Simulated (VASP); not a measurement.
# Al (Fm-3m) in VASP: a series of runs

The runs below take Al through single point, with PBEsol.

Everything below comes from runs of VASP 6.6.1. Logs are shortened: lines on timing, memory, paths and dates and some standing lists are left out, and cuts for length are marked.

### Step 1. The cell of the first run

Symmetry: Fm-3m, No. 225, cubic system. Conventional cell: a = 4.039 Å, b = 4.039 Å, c = 4.039 Å, α = 90.00°, β = 90.00°, γ = 90.00°. Within 3.8 Å of Al (site symmetry m-3m) lie 12 Al at 2.86 Å.

### Step 2. Single point, PBEsol

INCAR

```
  ALGO = Normal
  EDIFF = 1E-7
  ENCUT = 520
  GGA = PS
  ISIF = 2
  ISMEAR = 0
  LASPH = T
  LCHARG = F
  LREAL = F
  LWAVE = F
  NBANDS = 8
  NELM = 80
  PREC = Accurate
  SIGMA = 0.1
```

KPOINTS

```
k-points
0
Gamma
  8 8 8
```

POSCAR

```
Al
1.0
    0.0000000000      2.0194648500      2.0194648500
    2.0194648500      0.0000000000      2.0194648500
    2.0194648500      2.0194648500      0.0000000000
Al
1
Direct
    0.0000000000      0.0000000000      0.0000000000
```

Potentials or basis: VASP PAW PBE potentials, release 64 (Al).

Started as:

```
$ cat potpaw_PBE.64/Al/POTCAR > POTCAR
$ mpirun -np 1 vasp_std > vasp.out
```

OUTCAR:

```text
EDIFF = 1E-7
   ENCUT = 520
   GGA = PS
   ISIF = 2
   ISMEAR = 0
   LASPH = T
   LREAL = F
   NELM = 80
   PREC = Accurate

 ion  position               nearest neighbor table
   1  0.000  0.000  0.000-

  LATTYP: Found a face centered cubic cell.
 ALAT       =     4.0389297000

  Lattice vectors:

 A1 = (   0.0000000000,   2.0194648500,   2.0194648500)
 A2 = (   2.0194648500,   0.0000000000,   2.0194648500)
 A3 = (   2.0194648500,   2.0194648500,   0.0000000000)

Analysis of symmetry for initial positions (statically):
=====================================================================
 Subroutine PRICEL returns:
 Original cell was already a primitive cell.

 Routine SETGRP: Setting up the symmetry group for a
 face centered cubic supercell.

 Subroutine GETGRP returns: Found 48 space group operations
 (whereof 48 operations were pure point group operations)
 out of a pool of 48 trial point group operations.

The static configuration has the point symmetry O_h .

Analysis of symmetry for dynamics (positions and initial velocities):
=====================================================================
 Subroutine PRICEL returns:
 Original cell was already a primitive cell.

 Routine SETGRP: Setting up the symmetry group for a
 face centered cubic supercell.

 Subroutine GETGRP returns: Found 48 space group operations
 (whereof 48 operations were pure point group operations)
 out of a pool of 48 trial point group operations.

The dynamic configuration has the point symmetry O_h .

 Subroutine INISYM returns: Found 48 space group operations
 (whereof 48 operations are pure point group operations),
 and found     1 'primitive' translations

----------------------------------------------------------------------------------------

                                     Primitive cell

  volume of cell :      16.4717

  direct lattice vectors                    reciprocal lattice vectors
     0.000000000  2.019464850  2.019464850    -0.247590346  0.247590346  0.247590346
     2.019464850  0.000000000  2.019464850     0.247590346 -0.247590346  0.247590346
     2.019464850  2.019464850  0.000000000     0.247590346  0.247590346 -0.247590346

  length of vectors
     2.855954580  2.855954580  2.855954580     0.428839058  0.428839058  0.428839058

  position of ions in fractional coordinates (direct lattice)
     0.000000000  0.000000000  0.000000000

  ion indices of the primitive-cell ions
   primitive index   ion index
                 1           1

----------------------------------------------------------------------------------------

 KPOINTS: k-points

Automatic generation of k-mesh.
 Grid dimensions read from file:
 generate k-points for:    8    8    8

 Generating k-lattice:

  Cartesian coordinates                     Fractional coordinates (reciprocal lattice)
    -0.030948793  0.030948793  0.030948793     0.125000000  0.000000000  0.000000000
     0.030948793 -0.030948793  0.030948793     0.000000000  0.125000000  0.000000000
     0.030948793  0.030948793 -0.030948793     0.000000000  0.000000000  0.125000000

  Length of vectors
     0.053604882  0.053604882  0.053604882

  Shift w.r.t. Gamma in fractional coordinates (k-lattice)
     0.000000000  0.000000000  0.000000000

 Subroutine IBZKPT returns following result:
 ===========================================

 Found     29 irreducible k-points:

 Following reciprocal coordinates:
            Coordinates               Weight
  0.000000  0.000000  0.000000      1.000000
  0.125000  0.000000  0.000000      8.000000
  0.250000  0.000000  0.000000      8.000000
  0.375000  0.000000  0.000000      8.000000
  0.500000  0.000000  0.000000      4.000000
  0.125000  0.125000  0.000000      6.000000
[... 16 lines left out ...]
  0.500000  0.250000  0.125000     48.000000
 -0.375000  0.250000  0.125000     24.000000
 [... further k-points ...]
   k-points           NKPTS =     29   k-points in BZ     NKDIM =     29   number of bands    NBANDS=      8
   number of dos      NEDOS =    301   number of ions     NIONS =      1
   total plane-waves  NPLWV =  13824
   dimension x,y,z NGX =    24 NGY =   24 NGZ =   24
   dimension x,y,z NGXF=    48 NGYF=   48 NGZF=   48
   ions per type =               1
   NGX,Y,Z   is equivalent  to a cutoff of  13.97, 13.97, 13.97 a.u.
   NGXF,Y,Z  is equivalent  to a cutoff of  27.94, 27.94, 27.94 a.u.
 SYSTEM =  unknown system
   PREC   = accura    normal or accurate (medium, high low for compatibility)
   ISTART =      0    job   : 0-new  1-cont  2-samecut
   ICHARG =      2    charge: 1-file 2-atom 10-const
   ISPIN  =      1    spin polarized calculation?
   LNONCOLLINEAR =      F non collinear calculations
   LSORBIT =      F    spin-orbit coupling
   LASPH  =      T    aspherical Exc in radial PAW
   ENCUT  =  520.0 eV  38.22 Ry    6.18 a.u.   5.31  5.31  5.31*2*pi/ulx,y,z
   NELM   =     80;   NELMIN=  2; NELMDL= -5     # of ELM steps
   EDIFF  = 0.1E-06   stopping-criterion for ELM
   LREAL  =      F    real-space projection
   EDIFFG = 0.1E-05   stopping-criterion for IOM
   NSW    =      0    number of steps for IOM
   IBRION =     -1    ionic relax: 0-MD 1-quasi-New 2-CG
   NFREE  =      0    steps in history (QN), initial steepest desc. (CG)
   ISIF   =      2    stress and relaxation
   ISYM   =      2    0-nonsym 1-usesym 2-fastsym
   POTIM  = 0.5000    time-step for ionic-motion
   TEBEG  =    0.0;   TEEND  =   0.0 temperature during run
   PSTRESS=    0.0 pullay stress
   NELECT =       3.0000    total number of electrons
   NUPDOWN=      -1.0000    fix difference up-down
   EMIN   =  10.00;   EMAX   =-10.00  energy-range for DOS
   EFERMI =   0.00;   METHOD = LEGACY
   ISMEAR =     0;   SIGMA  =   0.10  broadening in eV -4-tet -1-fermi 0-gaus
   EFERMI_NEDOS =   21; number of points for ismear=-14 and -15
   IALGO  =     38    algorithm
   IMIX   =      4    mixing-type and parameters
     AMIX     =   0.40;   BMIX     =  1.00
     AMIX_MAG =   1.60;   BMIX_MAG =  1.00
  volume/ion in A,a.u.               =      16.47       111.16
  Fermi-wavevector in a.u.,A,eV,Ry     =   0.927974  1.753616 11.716453  0.861135
  Thomas-Fermi vector in A             =   2.054101
   LORBIT       =      0    0 simple, 1 ext, 2 COOP (PROOUT), +10 PAW based schemes
   GGA     = PS    functional components
   LHFCALC =     F    Hartree Fock is set to
   AEXX    =    0.0000 exact exchange contribution
   IVDW    =     0    specifies the selected vdW correction
   LEPSILON=     F    determine dielectric tensor
   LRPA    =     F    only Hartree local field effects (RPA)
 non-spin polarized calculation
 Gauss-broadening in eV      SIGMA  =   0.10
  energy-cutoff  :      520.00
  volume of cell :       16.47
 maximum number of plane-waves:       459
 NGX is ok and might be reduce to    24
   NGX = 11   NGY = 11   NGZ = 11

 number of electron       3.0000000 magnetization

 Free energy of the ion-electron system (eV)
  ---------------------------------------------------
  ext. energy  EPLUGINS =         0.00000000
  ---------------------------------------------------
  free energy    TOTEN  =        -4.08631261 eV

  energy without entropy =       -4.08317012  energy(sigma->0) =       -4.08474137

 E-fermi :   8.0240     XC(G=0): -10.2622

 val. band max:        7.6434985318   @ k =  -0.2500   0.3750   0.1250
 cond. band min:       8.1022199099   @ k =   0.5000   0.2500   0.1250
 fundamental gap:      0.4587213781
 Fermi energy:         8.0240067102

 k-point     1 :       0.0000    0.0000    0.0000
  band No.  band energies     occupation
      1      -3.1729      2.00000
      2      20.5743      0.00000
      3      20.5743      0.00000
      4      20.5743      0.00000
      5      22.0781      0.00000
      6      22.0781      0.00000
      7      22.0781      0.00000
      8      24.4679      0.00000

 k-point     2 :       0.1250    0.0000    0.0000
  band No.  band energies     occupation
      1      -2.7483      2.00000
      2      16.2807      0.00000
      3      19.6350      0.00000
      4      19.6350      0.00000
      5      22.6923      0.00000
      6      23.6164      0.00000
      7      23.6164      0.00000
      8      25.6113      0.00000

 k-point     3 :       0.2500    0.0000    0.0000
  band No.  band energies     occupation
      1      -1.4820      2.00000
      2      11.4062      0.00000
      3      18.8705      0.00000
      4      18.8705      0.00000
      5      22.3321      0.00000
      6      22.7144      0.00000
      7      22.7144      0.00000
      8      26.7357      0.00000

 k-point     4 :       0.3750    0.0000    0.0000
  band No.  band energies     occupation
      1       0.6037      2.00000
      2       7.1001      2.00000
      3      18.7796      0.00000
      4      18.7796      0.00000
      5      20.7249      0.00000
      6      20.7249      0.00000
      7      22.4030      0.00000
      8      24.6746      0.00000

 k-point     5 :       0.5000    0.0000    0.0000
  band No.  band energies     occupation
      1       3.3669      2.00000
      2       3.5918      2.00000
      3      19.3829      0.00000
      4      19.3829      0.00000
      5      19.4107      0.00000
      6      19.4107      0.00000
      7      23.0963      0.00000
      8      23.2655      0.00000
[... 177 lines left out ...]
 k-point    22 :       0.3750    0.2500    0.1250
  band No.  band energies     occupation
      1      -0.3660      2.00000
      2      11.8153      0.00000
      3      13.2251      0.00000
      4      16.7482      0.00000
      5      20.1052      0.00000
      6      21.8941      0.00000
      7      24.9092      0.00000
      8      28.2542      0.00000

 k-point    23 :       0.5000    0.2500    0.1250
  band No.  band energies     occupation
      1       1.7018      2.00000
      2       8.1022      0.26868
      3      12.5440      0.00000
      4      14.6124      0.00000
      5      20.7375      0.00000
      6      22.8286      0.00000
      7      24.9630      0.00000
      8      28.9353      0.00000

 k-point    24 :      -0.3750    0.2500    0.1250
  band No.  band energies     occupation
      1       4.4136      2.00000
      2       4.6850      2.00000
      3      12.9286      0.00000
      4      13.4291      0.00000
      5      21.2694      0.00000
      6      21.6903      0.00000
      7      28.2696      0.00000
      8      28.5654      0.00000

 [... further k-points ...]

------------------------ aborting loop because EDIFF is reached ----------------------------------------

  FORCE on cell =-STRESS in cart. coord.  units (eV):
  Direction    XX          YY          ZZ          XY          YZ          ZX
  --------------------------------------------------------------------------------------
  -------------------------------------------------------------------------------------
  Total       -0.1283252     -0.1283252     -0.1283252     -0.0000000      0.0000000      0.0000000
  in kB      -12.4819865    -12.4819865    -12.4819865     -0.0000000      0.0000000      0.0000000
  external PRESSURE =     -12.4819865 kB  Pullay stress =       0.0000000 kB

 VOLUME and BASIS-vectors are now :
 -----------------------------------------------------------------------------
  energy-cutoff  :      520.00
  volume of cell :       16.47
      direct lattice vectors                 reciprocal lattice vectors
     0.000000000  2.019464850  2.019464850    -0.247590346  0.247590346  0.247590346
     2.019464850  0.000000000  2.019464850     0.247590346 -0.247590346  0.247590346
     2.019464850  2.019464850  0.000000000     0.247590346  0.247590346 -0.247590346

 POSITION                                       TOTAL-FORCE (eV/Angst)
 -----------------------------------------------------------------------------------
      0.00000      0.00000      0.00000         0.000000     -0.000000     -0.000000
 -----------------------------------------------------------------------------------
    total drift:                               -0.000000      0.000000      0.000000

  FREE ENERGIE OF THE ION-ELECTRON SYSTEM (eV)
  ---------------------------------------------------
  free  energy   TOTEN  =        -4.0863126134 eV

  energy  without entropy=       -4.0831701191  energy(sigma->0) =       -4.08474137
```

It took 2.6 s on 1 thread of Intel Xeon Platinum 8488C (Sapphire Rapids), shared host; peak memory 0.13 GiB.

Results:

* Free energy: -4.0863 eV
* Pressure: -1.2 GPa

Caveat: the PAW data sets were made with another functional, which shifts forces and pressure a little.

[end of part 1 of 2]
